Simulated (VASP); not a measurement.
# ZnO (P6_3mc) in VASP: single point with PBEsol

Aim: the single point of ZnO with PBEsol.

Everything below comes from runs of VASP 6.6.1. Logs are shortened: lines on timing, memory, paths and dates and some standing lists are left out, and cuts for length are marked.

**1. The cell of the first run**

Symmetry: P6_3mc, No. 186, hexagonal system. Conventional cell: a = 3.231 Å, b = 3.231 Å, c = 5.214 Å, α = 90.00°, β = 90.00°, γ = 120.00°. Within 2.6 Å of Zn (site symmetry 3m) lie 4 O at 1.97 to 1.98 Å. O (site symmetry 3m) has 4 Zn at 1.97 to 1.98 Å within 2.6 Å.

**2. Single point, PBEsol**

File INCAR:

```
  ALGO = Normal
  EDIFF = 1E-6
  ENCUT = 520
  GGA = PS
  ISIF = 2
  ISMEAR = 0
  LASPH = True
  LCHARG = False
  LREAL = False
  LWAVE = False
  NBANDS = 26
  NELM = 100
  PREC = Accurate
  SIGMA = 0.02
```

File KPOINTS:

```
k-points
0
Gamma
  9 9 6
```

File POSCAR:

```
ZnO
1.0
    3.2305167509      0.0000000000      0.0000000000
   -1.6152583754      2.7977095737      0.0000000000
    0.0000000000      0.0000000000      5.2139362918
Zn O
2 2
Direct
    0.6666666667      0.3333333333      0.5006385777
    0.3333333333      0.6666666667      0.0006385777
    0.6666666667      0.3333333333      0.8796714223
    0.3333333333      0.6666666667      0.3796714223
```

Potentials or basis: VASP PAW PBE potentials, release 64 (Zn, O).

Command:

```
cat potpaw_PBE.64/Zn/POTCAR potpaw_PBE.64/O/POTCAR > POTCAR
mpirun -np 1 vasp_std > vasp.out
```

OUTCAR:

```text
EDIFF = 1E-6
   ENCUT = 520
   GGA = PS
   ISIF = 2
   ISMEAR = 0
   LASPH = True
   LREAL = False
   NELM = 100
   PREC = Accurate

 ion  position               nearest neighbor table
   1  0.667  0.333  0.501-   4 1.97   4 1.97   4 1.97   3 1.98
   2  0.333  0.667  0.001-   3 1.97   3 1.97   3 1.97   4 1.98
   3  0.667  0.333  0.880-   2 1.97   2 1.97   2 1.97   1 1.98
   4  0.333  0.667  0.380-   1 1.97   1 1.97   1 1.97   2 1.98

  LATTYP: Found a hexagonal cell.
 ALAT       =     3.2305167509
 C/A-ratio  =     1.6139635525

  Lattice vectors:

 A1 = (   3.2305167509,   0.0000000000,   0.0000000000)
 A2 = (  -1.6152583754,   2.7977095737,   0.0000000000)
 A3 = (   0.0000000000,   0.0000000000,   5.2139362918)

Analysis of symmetry for initial positions (statically):
=====================================================================
 Subroutine PRICEL returns:
 Original cell was already a primitive cell.

 Routine SETGRP: Setting up the symmetry group for a
 hexagonal supercell.

 Subroutine GETGRP returns: Found 12 space group operations
 (whereof  6 operations were pure point group operations)
 out of a pool of 24 trial point group operations.

The static configuration has the point symmetry C_3v.
 The point group associated with its full space group is C_6v.

Analysis of symmetry for dynamics (positions and initial velocities):
=====================================================================
 Subroutine PRICEL returns:
 Original cell was already a primitive cell.

 Routine SETGRP: Setting up the symmetry group for a
 hexagonal supercell.

 Subroutine GETGRP returns: Found 12 space group operations
 (whereof  6 operations were pure point group operations)
 out of a pool of 24 trial point group operations.

The dynamic configuration has the point symmetry C_3v.
 The point group associated with its full space group is C_6v.

 Subroutine INISYM returns: Found 12 space group operations
 (whereof  6 operations are pure point group operations),
 and found     1 'primitive' translations

----------------------------------------------------------------------------------------

                                     Primitive cell

  volume of cell :      47.1238

  direct lattice vectors                    reciprocal lattice vectors
     3.230516751  0.000000000  0.000000000     0.309548000  0.178717621  0.000000000
    -1.615258375  2.797709574  0.000000000     0.000000000  0.357435243  0.000000000
     0.000000000  0.000000000  5.213936292     0.000000000  0.000000000  0.191793674

  length of vectors
     3.230516751  3.230516751  5.213936292     0.357435243  0.357435243  0.191793674

  position of ions in fractional coordinates (direct lattice)
     0.666666667  0.333333333  0.500638578
     0.333333333  0.666666667  0.000638578
     0.666666667  0.333333333  0.879671422
     0.333333333  0.666666667  0.379671422

  ion indices of the primitive-cell ions
   primitive index   ion index
                 1           1
                 2           2
                 3           3
                 4           4

----------------------------------------------------------------------------------------

 KPOINTS: k-points

Automatic generation of k-mesh.
 Grid dimensions read from file:
 generate k-points for:    9    9    6

 Generating k-lattice:

  Cartesian coordinates                     Fractional coordinates (reciprocal lattice)
     0.034394222  0.019857513  0.000000000     0.111111111  0.000000000  0.000000000
     0.000000000  0.039715027  0.000000000     0.000000000  0.111111111  0.000000000
     0.000000000  0.000000000  0.031965612     0.000000000  0.000000000  0.166666667

  Length of vectors
     0.039715027  0.039715027  0.031965612

  Shift w.r.t. Gamma in fractional coordinates (k-lattice)
     0.000000000  0.000000000  0.000000000

 Subroutine IBZKPT returns following result:
 ===========================================

 Found     48 irreducible k-points:

 Following reciprocal coordinates:
            Coordinates               Weight
  0.000000  0.000000  0.000000      1.000000
  0.111111  0.000000  0.000000      6.000000
  0.222222 -0.000000  0.000000      6.000000
  0.333333  0.000000  0.000000      6.000000
  0.444444 -0.000000  0.000000      6.000000
  0.111111  0.111111  0.000000      6.000000
[... 16 lines left out ...]
  0.333333  0.222222  0.166667     24.000000
  0.333333  0.333333  0.166667      4.000000
 [... further k-points ...]
   k-points           NKPTS =     48   k-points in BZ     NKDIM =     48   number of bands    NBANDS=     26
   number of dos      NEDOS =    301   number of ions     NIONS =      4
   total plane-waves  NPLWV =  23040
   dimension x,y,z NGX =    24 NGY =   24 NGZ =   40
   dimension x,y,z NGXF=    48 NGYF=   48 NGZF=   80
   ions per type =               2   2
   NGX,Y,Z   is equivalent  to a cutoff of  12.35, 12.35, 12.75 a.u.
   NGXF,Y,Z  is equivalent  to a cutoff of  24.70, 24.70, 25.51 a.u.
 SYSTEM =  unknown system
   PREC   = accura    normal or accurate (medium, high low for compatibility)
   ISTART =      0    job   : 0-new  1-cont  2-samecut
   ICHARG =      2    charge: 1-file 2-atom 10-const
   ISPIN  =      1    spin polarized calculation?
   LNONCOLLINEAR =      F non collinear calculations
   LSORBIT =      F    spin-orbit coupling
   LASPH  =      T    aspherical Exc in radial PAW
   ENCUT  =  520.0 eV  38.22 Ry    6.18 a.u.   6.01  6.01  9.69*2*pi/ulx,y,z
   NELM   =    100;   NELMIN=  2; NELMDL= -5     # of ELM steps
   EDIFF  = 0.1E-05   stopping-criterion for ELM
   LREAL  =      F    real-space projection
[... 7 lines left out ...]
   TEBEG  =    0.0;   TEEND  =   0.0 temperature during run
   PSTRESS=    0.0 pullay stress
   NELECT =      36.0000    total number of electrons
   NUPDOWN=      -1.0000    fix difference up-down
   EMIN   =  10.00;   EMAX   =-10.00  energy-range for DOS
   EFERMI =   0.00;   METHOD = LEGACY
   ISMEAR =     0;   SIGMA  =   0.02  broadening in eV -4-tet -1-fermi 0-gaus
   EFERMI_NEDOS =   21; number of points for ismear=-14 and -15
   IALGO  =     38    algorithm
   IMIX   =      4    mixing-type and parameters
     AMIX     =   0.40;   BMIX     =  1.00
     AMIX_MAG =   1.60;   BMIX_MAG =  1.00
  volume/ion in A,a.u.               =      11.78        79.50
  Fermi-wavevector in a.u.,A,eV,Ry     =   1.496565  2.828098 30.473056  2.239706
  Thomas-Fermi vector in A             =   2.608565
   LORBIT       =      0    0 simple, 1 ext, 2 COOP (PROOUT), +10 PAW based schemes
   GGA     = PS    functional components
   LHFCALC =     F    Hartree Fock is set to
   AEXX    =    0.0000 exact exchange contribution
   IVDW    =     0    specifies the selected vdW correction
   LEPSILON=     F    determine dielectric tensor
   LRPA    =     F    only Hartree local field effects (RPA)
 non-spin polarized calculation
 Gauss-broadening in eV      SIGMA  =   0.02
  energy-cutoff  :      520.00
  volume of cell :       47.12
 maximum number of plane-waves:      1290
   NGX = 13   NGY = 13   NGZ = 19

 number of electron      36.0000015 magnetization

 Free energy of the ion-electron system (eV)
  ---------------------------------------------------
  ext. energy  EPLUGINS =         0.00000000
  ---------------------------------------------------
  free energy    TOTEN  =       -19.41051001 eV

  energy without entropy =      -19.41051001  energy(sigma->0) =      -19.41051001

 E-fermi :   1.2352     XC(G=0): -11.2400

 val. band max:        1.1462999604   @ k =   0.0000   0.0000   0.0000
 cond. band min:       1.8354961280   @ k =   0.0000   0.0000   0.0000
 fundamental gap:      0.6891961676
 Fermi energy:         1.2352156126

 k-point     1 :       0.0000    0.0000    0.0000
  band No.  band energies     occupation
      1     -16.9822      2.00000
      2     -16.2268      2.00000
      3      -4.6620      2.00000
      4      -4.6223      2.00000
      5      -4.6223      2.00000
      6      -4.5776      2.00000
[... 18 lines left out ...]
     25      15.2622      0.00000
     26      15.2623      0.00000

 k-point     2 :       0.1111    0.0000    0.0000
  band No.  band energies     occupation
      1     -16.9116      2.00000
      2     -16.1953      2.00000
      3      -4.7115      2.00000
      4      -4.5826      2.00000
      5      -4.5558      2.00000
      6      -4.5360      2.00000
[... 18 lines left out ...]
     25      15.2282      0.00000
     26      15.4110      0.00000

 k-point     3 :       0.2222   -0.0000    0.0000
  band No.  band energies     occupation
      1     -16.7228      2.00000
      2     -16.1197      2.00000
      3      -4.8769      2.00000
      4      -4.5366      2.00000
      5      -4.4896      2.00000
      6      -4.3969      2.00000
[... 18 lines left out ...]
     25      14.5228      0.00000
     26      15.3694      0.00000

 k-point     4 :       0.3333    0.0000    0.0000
  band No.  band energies     occupation
      1     -16.4823      2.00000
      2     -16.0491      2.00000
      3      -4.9722      2.00000
      4      -4.6007      2.00000
      5      -4.4052      2.00000
      6      -4.2176      2.00000
[... 18 lines left out ...]
     25      14.4895      0.00000
     26      15.1998      0.00000
[... 496 lines left out ...]
      1     -16.3418      2.00000
      2     -16.0492      2.00000
      3      -4.8031      2.00000
      4      -4.7099      2.00000
      5      -4.3284      2.00000
      6      -4.2862      2.00000
[... 18 lines left out ...]
     25      12.9482      0.00000
     26      16.2142      0.00000

 k-point    23 :       0.3333    0.2222    0.1667
  band No.  band energies     occupation
      1     -16.1869      2.00000
      2     -16.0429      2.00000
      3      -4.7320      2.00000
      4      -4.5394      2.00000
      5      -4.3590      2.00000
      6      -4.1682      2.00000
[... 18 lines left out ...]
     25      13.7324      0.00000
     26      15.2878      0.00000

 k-point    24 :       0.3333    0.3333    0.1667
  band No.  band energies     occupation
      1     -16.0874      2.00000
      2     -16.0874      2.00000
      3      -4.6565      2.00000
      4      -4.3876      2.00000
      5      -4.3876      2.00000
      6      -4.0588      2.00000
[... 18 lines left out ...]
     25      14.4030      0.00000
     26      15.5096      0.00000

 [... further k-points ...]

------------------------ aborting loop because EDIFF is reached ----------------------------------------

  FORCE on cell =-STRESS in cart. coord.  units (eV):
  Direction    XX          YY          ZZ          XY          YZ          ZX
  --------------------------------------------------------------------------------------
  -------------------------------------------------------------------------------------
  Total        0.2125472      0.2125472      0.2154910      0.0000000      0.0000000      0.0000000
  in kB        7.2264611      7.2264611      7.3265463      0.0000000      0.0000000      0.0000000
  external PRESSURE =       7.2598229 kB  Pullay stress =       0.0000000 kB

 VOLUME and BASIS-vectors are now :
 -----------------------------------------------------------------------------
  energy-cutoff  :      520.00
  volume of cell :       47.12
      direct lattice vectors                 reciprocal lattice vectors
     3.230516751  0.000000000  0.000000000     0.309548000  0.178717621  0.000000000
    -1.615258375  2.797709574  0.000000000     0.000000000  0.357435243  0.000000000
     0.000000000  0.000000000  5.213936292     0.000000000  0.000000000  0.191793674

 POSITION                                       TOTAL-FORCE (eV/Angst)
 -----------------------------------------------------------------------------------
      1.61526      0.93257      2.61030         0.000000     -0.000000      0.002607
     -0.00000      1.86514      0.00333         0.000000      0.000000      0.002607
      1.61526      0.93257      4.58655         0.000000      0.000000     -0.002607
     -0.00000      1.86514      1.97958        -0.000000      0.000000     -0.002607
 -----------------------------------------------------------------------------------
    total drift:                               -0.000000      0.000000      0.000814

  FREE ENERGIE OF THE ION-ELECTRON SYSTEM (eV)
  ---------------------------------------------------
  free  energy   TOTEN  =       -19.4105100056 eV

  energy  without entropy=      -19.4105100056  energy(sigma->0) =      -19.41051001
```

It took 26 s on 1 thread of Intel Xeon Platinum 8559C (Emerald Rapids), shared host; peak memory 0.18 GiB.

What came out:

| Item | Value |
| --- | --- |
| Free energy | -19.4105 eV |
| Pressure | 0.7 GPa |
| Band gap on the k mesh | 0.69 eV |

Forces on the atoms (eV/Å):
```
Zn   0.000  0.000  0.003
Zn   0.000  0.000  0.003
O    0.000  0.000 -0.003
O    0.000  0.000 -0.003
```

Caveat: the PAW data sets were made with another functional, which shifts forces and pressure a little.
